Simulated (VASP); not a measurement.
# MgH2 (P1) in VASP: relaxation of cell and atoms with PBE+D3(BJ)

Aim: the relaxation of cell and atoms of MgH2 with PBE+D3(BJ).

All numbers are computed with VASP 6.6.1; they aren't measurements. Logs are shortened: lines on timing, memory, paths and dates and some standing lists are left out, and cuts for length are marked.

### Step 1. The cell of the first run

The typed cell holds 3 atoms: a = 3.244 Å, b = 3.362 Å, c = 3.277 Å, α = 58.05°, β = 59.44°, γ = 59.76°.

### Step 2. Relaxation of cell and atoms, PBE+D3(BJ)

Input file INCAR:

```
SYSTEM = MgH2
PREC = Accurate
ENCUT = 600
EDIFF = 1E-6
ISMEAR = 0
SIGMA = 0.15
LREAL = .FALSE.
LASPH = .TRUE.
NELM = 60
ALGO = Normal
ISIF = 3
LWAVE = .FALSE.
LCHARG = .FALSE.
GGA = PE
IVDW = 12
IBRION = 2
NSW = 100
EDIFFG = -0.01
```

Input file KPOINTS:

```
regular mesh
0
G
  12 12 12
  0 0 0
```

Input file POSCAR:

```
MgH2
1.0
    0.0401548782      2.2842013667      2.3027313211
    2.4129630542      0.0024672589      2.3404189404
    2.3621136332      2.2710395651      0.0533166799
Mg H
1 2
Direct
   -0.0034799623     -0.0222821201     -0.0344142640
    0.7448616395      0.7739578623      0.7801820491
    0.2586183228      0.2483242579      0.2542322149
```

Potentials or basis: VASP PAW PBE potentials, release 64 (Mg, H).

Command:

```bash
> cat potpaw_PBE.64/Mg/POTCAR potpaw_PBE.64/H/POTCAR > POTCAR
> mpirun -np 1 vasp_std > vasp.out
```

OUTCAR:

```text
SYSTEM = MgH2
   PREC = Accurate
   ENCUT = 600
   EDIFF = 1E-6
   ISMEAR = 0
   LREAL = .FALSE.
   LASPH = .TRUE.
   NELM = 60
   ISIF = 3
   GGA = PE
   IVDW = 12
   IBRION = 2
   NSW = 100
   EDIFFG = -0.01
 IVDW          = 12

 ion  position               nearest neighbor table
   1  0.997  0.978  0.966-   2 1.74   3 1.87   3 1.97   3 1.97   2 2.00   2 2.16   2 2.19   3 2.23

   2  0.745  0.774  0.780-   1 1.74   1 2.00   1 2.16   1 2.19
   3  0.259  0.248  0.254-   1 1.87   1 1.97   1 1.97   1 2.23

  LATTYP: Found a triclinic cell.
 ALAT       =     5.5520086231
 B/A-ratio  =     0.5802902245
 C/A-ratio  =     0.5842437300
 COS(alpha) =     0.0083007893
 COS(beta)  =     0.2889285945
 COS(gamma) =     0.8596339031

  Lattice vectors:

 A1 = (  -2.2711093340,  -2.2554105046,   4.5365169017)
 A2 = (   0.0508494210,  -2.2685723062,   2.2871022605)
 A3 = (   0.0401548782,   2.2842013667,   2.3027313211)

Analysis of symmetry for initial positions (statically):
=====================================================================
 Subroutine PRICEL returns:
 Original cell was already a primitive cell.

 Routine SETGRP: Setting up the symmetry group for a
 triclinic supercell.

 Subroutine GETGRP returns: Found  1 space group operations
 (whereof  1 operations were pure point group operations)
 out of a pool of  2 trial point group operations.

The static configuration has the point symmetry C_1 .

Analysis of symmetry for dynamics (positions and initial velocities):
=====================================================================
 Subroutine PRICEL returns:
 Original cell was already a primitive cell.

 Routine SETGRP: Setting up the symmetry group for a
 triclinic supercell.

 Subroutine GETGRP returns: Found  1 space group operations
 (whereof  1 operations were pure point group operations)
 out of a pool of  2 trial point group operations.

The dynamic configuration has the point symmetry C_1 .

 Subroutine INISYM returns: Found  1 space group operations
 (whereof  1 operations are pure point group operations),
 and found     1 'primitive' translations

----------------------------------------------------------------------------------------

                                     Primitive cell

  volume of cell :      24.7259

  direct lattice vectors                    reciprocal lattice vectors
     0.040154878  2.284201367  2.302731321    -0.214958580  0.218381376  0.221391264
     2.412963054  0.002467259  2.340418940     0.206576913 -0.219897509  0.214525731
     2.362113633  2.271039565  0.053316680     0.215979946  0.220918875 -0.222907397

  length of vectors
     3.243726227  3.361540957  3.277200664     0.378036649  0.370202951  0.380972695

  position of ions in fractional coordinates (direct lattice)
     0.996520038  0.977717880  0.965585736
     0.744861640  0.773957862  0.780182049
     0.258618323  0.248324258  0.254232215

  ion indices of the primitive-cell ions
   primitive index   ion index
                 1           1
                 2           2
                 3           3

----------------------------------------------------------------------------------------

 KPOINTS: regular mesh

Automatic generation of k-mesh.
 Grid dimensions read from file:
 generate k-points for:   12   12   12

 Generating k-lattice:

  Cartesian coordinates                     Fractional coordinates (reciprocal lattice)
    -0.017913215  0.018198448  0.018449272     0.083333333  0.000000000  0.000000000
     0.017214743 -0.018324792  0.017877144     0.000000000  0.083333333 -0.000000000
     0.017998329  0.018409906 -0.018575616    -0.000000000  0.000000000  0.083333333

  Length of vectors
     0.031503054  0.030850246  0.031747725

  Shift w.r.t. Gamma in fractional coordinates (k-lattice)
     0.000000000  0.000000000  0.000000000

 Subroutine IBZKPT returns following result:
 ===========================================

 Found    868 irreducible k-points:

 Following reciprocal coordinates:
            Coordinates               Weight
  0.000000  0.000000  0.000000      1.000000
  0.083333  0.000000 -0.000000      2.000000
  0.166667  0.000000 -0.000000      2.000000
  0.250000  0.000000  0.000000      2.000000
  0.333333  0.000000 -0.000000      2.000000
  0.416667 -0.000000 -0.000000      2.000000
[... 16 lines left out ...]
  0.250000  0.166667 -0.000000      2.000000
  0.333333  0.166667 -0.000000      2.000000
 [... further k-points ...]
   k-points           NKPTS =    868   k-points in BZ     NKDIM =    868   number of bands    NBANDS=      6
   number of dos      NEDOS =    301   number of ions     NIONS =      3
   total plane-waves  NPLWV =  21952
   dimension x,y,z NGX =    28 NGY =   28 NGZ =   28
   dimension x,y,z NGXF=    56 NGYF=   56 NGZF=   56
   ions per type =               1   2
   NGX,Y,Z   is equivalent  to a cutoff of  14.35, 13.85, 14.20 a.u.
   NGXF,Y,Z  is equivalent  to a cutoff of  28.70, 27.69, 28.41 a.u.
 SYSTEM =  MgH2
   PREC   = accura    normal or accurate (medium, high low for compatibility)
   ISTART =      0    job   : 0-new  1-cont  2-samecut
   ICHARG =      2    charge: 1-file 2-atom 10-const
   ISPIN  =      1    spin polarized calculation?
   LNONCOLLINEAR =      F non collinear calculations
   LSORBIT =      F    spin-orbit coupling
   LASPH  =      T    aspherical Exc in radial PAW
   ENCUT  =  600.0 eV  44.10 Ry    6.64 a.u.   6.48  6.71  6.55*2*pi/ulx,y,z
   NELM   =     60;   NELMIN=  2; NELMDL= -5     # of ELM steps
   EDIFF  = 0.1E-05   stopping-criterion for ELM
   LREAL  =      F    real-space projection
   EDIFFG = -.1E-01   stopping-criterion for IOM
   NSW    =    100    number of steps for IOM
   IBRION =      2    ionic relax: 0-MD 1-quasi-New 2-CG
   NFREE  =      1    steps in history (QN), initial steepest desc. (CG)
   ISIF   =      3    stress and relaxation
   ISYM   =      2    0-nonsym 1-usesym 2-fastsym
   POTIM  = 0.5000    time-step for ionic-motion
   TEBEG  =    0.0;   TEEND  =   0.0 temperature during run
   PSTRESS=    0.0 pullay stress
   NELECT =       4.0000    total number of electrons
   NUPDOWN=      -1.0000    fix difference up-down
   EMIN   =  10.00;   EMAX   =-10.00  energy-range for DOS
   EFERMI =   0.00;   METHOD = LEGACY
   ISMEAR =     0;   SIGMA  =   0.15  broadening in eV -4-tet -1-fermi 0-gaus
   EFERMI_NEDOS =   21; number of points for ismear=-14 and -15
   IALGO  =     38    algorithm
   IMIX   =      4    mixing-type and parameters
     AMIX     =   0.40;   BMIX     =  1.00
     AMIX_MAG =   1.60;   BMIX_MAG =  1.00
  volume/ion in A,a.u.               =       8.24        55.62
  Fermi-wavevector in a.u.,A,eV,Ry     =   0.892025  1.685684 10.826283  0.795709
  Thomas-Fermi vector in A             =   2.013921
   LORBIT       =      0    0 simple, 1 ext, 2 COOP (PROOUT), +10 PAW based schemes
   GGA     = PE    functional components
   LHFCALC =     F    Hartree Fock is set to
   AEXX    =    0.0000 exact exchange contribution
   IVDW    =    12    specifies the selected vdW correction
   LEPSILON=     F    determine dielectric tensor
   LRPA    =     F    only Hartree local field effects (RPA)
 conjugate gradient relaxation of ions
 non-spin polarized calculation
 Gauss-broadening in eV      SIGMA  =   0.15
  energy-cutoff  :      600.00
  volume of cell :       24.73
 maximum number of plane-waves:       845
 NGX is ok and might be reduce to    28
   NGX = 13   NGY = 13   NGZ = 13

--------------------------------------- Ionic step        1  -------------------------------------------

 number of electron       4.0000000 magnetization

 Free energy of the ion-electron system (eV)
  ---------------------------------------------------
  ext. energy  EPLUGINS =         0.00000000
  ---------------------------------------------------
  free energy    TOTEN  =        -8.27317842 eV

  energy without entropy =       -8.27004669  energy(sigma->0) =       -8.27161256

------------------------ aborting loop because EDIFF is reached ----------------------------------------

 Edisp (eV)   -0.50227

 E8    (eV) :    -0.1838

  FORCE on cell =-STRESS in cart. coord.  units (eV):
  Direction    XX          YY          ZZ          XY          YZ          ZX
  --------------------------------------------------------------------------------------
  -------------------------------------------------------------------------------------
  Total       0.30034     1.10912     1.04800     0.42782     0.34909     0.25157
  in kB      19.46100    71.86841    67.90745    27.72186    22.62035    16.30123
  external pressure =       53.08 kB  Pullay stress =        0.00 kB
[... 100 lines left out ...]
  FREE ENERGIE OF THE ION-ELECTRON SYSTEM (eV)
  ---------------------------------------------------
  free  energy   TOTEN  =        -8.9412257682 eV

  energy  without entropy=       -8.9383458358  energy(sigma->0) =       -8.93978580

[... ionic steps 4 to 13 ...]

--------------------------------------- Ionic step       14  -------------------------------------------

 number of electron       3.9999999 magnetization

------------------------ aborting loop because EDIFF is reached ----------------------------------------

 Edisp (eV)   -0.48660

 E8    (eV) :    -0.1780
[... 71 lines left out ...]
  energy  without entropy=       -8.9697759553  energy(sigma->0) =       -8.97128866

--------------------------------------- Ionic step       16  -------------------------------------------

 number of electron       3.9999999 magnetization

 Free energy of the ion-electron system (eV)
  ---------------------------------------------------
  ext. energy  EPLUGINS =         0.00000000
  ---------------------------------------------------
  free energy    TOTEN  =        -8.48707011 eV

  energy without entropy =       -8.48405425  energy(sigma->0) =       -8.48556218

 E-fermi :   3.3003     XC(G=0):  -9.1367

 val. band max:        3.2624244888   @ k =  -0.4167  -0.0000   0.4167
 cond. band min:       3.3013461166   @ k =   0.0833   0.1667   0.1667
 fundamental gap:      0.0389216278
 Fermi energy:         3.3003035182

 k-point     1 :       0.0000    0.0000    0.0000
  band No.  band energies     occupation
      1      -7.0399      2.00000
      2       4.3020      0.00000
      3      12.7863      0.00000
      4      12.8278      0.00000
      5      12.8607      0.00000
      6      15.6596      0.00000

 k-point     2 :       0.0833    0.0000   -0.0000
  band No.  band energies     occupation
      1      -6.9076      2.00000
      2       3.9938      0.00000
      3      12.2198      0.00000
      4      12.6071      0.00000
      5      12.6553      0.00000
      6      15.7775      0.00000
[... 190 lines left out ...]
 k-point    24 :       0.3333    0.1667   -0.0000
  band No.  band energies     occupation
      1      -5.1609      2.00000
      2       1.3398      2.00000
      3       8.8648      0.00000
      4       9.4923      0.00000
      5       9.8875      0.00000
      6      15.1504      0.00000

 [... further k-points ...]

------------------------ aborting loop because EDIFF is reached ----------------------------------------

 Edisp (eV)   -0.48584

 E8    (eV) :    -0.1777

  FORCE on cell =-STRESS in cart. coord.  units (eV):
  Direction    XX          YY          ZZ          XY          YZ          ZX
  --------------------------------------------------------------------------------------
  -------------------------------------------------------------------------------------
  Total       0.00478     0.00172     0.00106    -0.00531     0.00132    -0.00058
  in kB       0.30030     0.10778     0.06676    -0.33307     0.08307    -0.03653
  external pressure =        0.16 kB  Pullay stress =        0.00 kB
[... 18 lines left out ...]
  FREE ENERGIE OF THE ION-ELECTRON SYSTEM (eV)
  ---------------------------------------------------
  free  energy   TOTEN  =        -8.9729094374 eV

  energy  without entropy=       -8.9698935740  energy(sigma->0) =       -8.97140151

 reached required accuracy - stopping structural energy minimisation
```

Run time: 7.4 min. Hardware: 1 thread of Intel Xeon 6975P-C (Granite Rapids), shared host; peak memory 0.36 GiB.

Results:

```yaml
Free_energy: -8.9729 eV
Relaxed_volume: 8.51 Å³/atom
Relaxed_cell: a = 3.306 Å, b = 3.306 Å, c = 3.310 Å, α = 59.91°, β = 59.91°, γ = 59.87°
Space_group_after_relaxing_to_0.1_Å: Fm-3m (No. 225)
Energy_gained_by_relaxing: 65.8 meV/atom
Ionic_steps: 16
Pressure_after_relaxing: 0.0 GPa
Largest_force_after_relaxing: 0.007 eV/Å
Band_gap_on_the_k_mesh: zero (bands 2 and 3 overlap by 1.41 eV)
Dispersion_energy_per_atom: -0.162 eV
```

Forces on the atoms (eV/Å):
```
Mg   0.005 -0.001 -0.001
H   -0.006  0.002 -0.001
H    0.001 -0.001  0.001
```

Step by step:
| step | energy change (eV) | largest force (eV/Å) | pressure (GPa) | volume (Å³) |
| --- | --- | --- | --- | --- |
| 1 | 0.0000 | 1.3704 | 5.31 | 24.73 |
| 2 | -0.1402 | 0.5535 | 0.63 | 25.71 |
| 3 | -0.1658 | 0.3276 | -1.01 | 26.22 |
| 4 | -0.1646 | 0.2471 | -3.25 | 27.25 |
| 5 | -0.1719 | 0.2320 | -2.34 | 26.76 |
| 6 | -0.1721 | 0.2341 | -2.12 | 26.66 |
| 7 | -0.1846 | 0.1639 | -1.24 | 26.19 |
| 8 | -0.1930 | 0.0841 | 0.45 | 25.44 |
| 9 | -0.1947 | 0.0449 | 0.18 | 25.52 |
| 10 | -0.1955 | 0.0277 | -0.17 | 25.63 |
| 11 | -0.1960 | 0.0211 | -0.07 | 25.58 |
| 12 | -0.1965 | 0.0325 | 0.13 | 25.49 |
| 13 | -0.1965 | 0.0390 | 0.22 | 25.45 |
| 14 | -0.1969 | 0.0310 | 0.12 | 25.49 |
| 15 | -0.1974 | 0.0229 | -0.13 | 25.58 |
| 16 | -0.1975 | 0.0067 | 0.02 | 25.53 |

Final structure:
```yaml
crystal:
  lattice:
    - [0.00260, 2.33821, 2.33724]
    - [2.33687, 0.00606, 2.33899]
    - [2.33961, 2.34171, 0.00208]
  atoms:
    - { symbol: Mg, position: [0.00025, 0.99980, 0.99983] }
    - { symbol: H, position: [0.74988, 0.75054, 0.75003] }
    - { symbol: H, position: [0.24987, 0.24966, 0.25014] }
```

Levels at points of the mesh, in eV from the Fermi level:
```csv
k point,band 1,band 2,band 3,band 4,band 5,band 6
"(0.00, 0.00, 0.00)",-10.34,1.00,9.49,9.53,9.56,12.36
"(0.50, 0.00, 0.00)",-5.90,-5.84,6.95,7.69,9.17,9.20
"(0.00, 0.50, 0.00)",-5.91,-5.83,6.94,7.71,9.17,9.20
"(0.50, 0.50, 0.00)",-5.93,-2.45,-0.41,4.81,4.90,8.28
"(0.00, 0.00, 0.50)",-5.92,-5.84,6.97,7.71,9.19,9.23
"(0.50, 0.00, 0.50)",-5.93,-2.45,-0.41,4.84,4.86,8.28
"(0.00, 0.50, 0.50)",-5.93,-2.45,-0.41,4.85,4.86,8.28
"(0.50, 0.50, 0.50)",-5.92,-5.85,6.98,7.72,9.21,9.23
```

The gap in the log of VASP goes by the Fermi energy; the results here count the filled bands.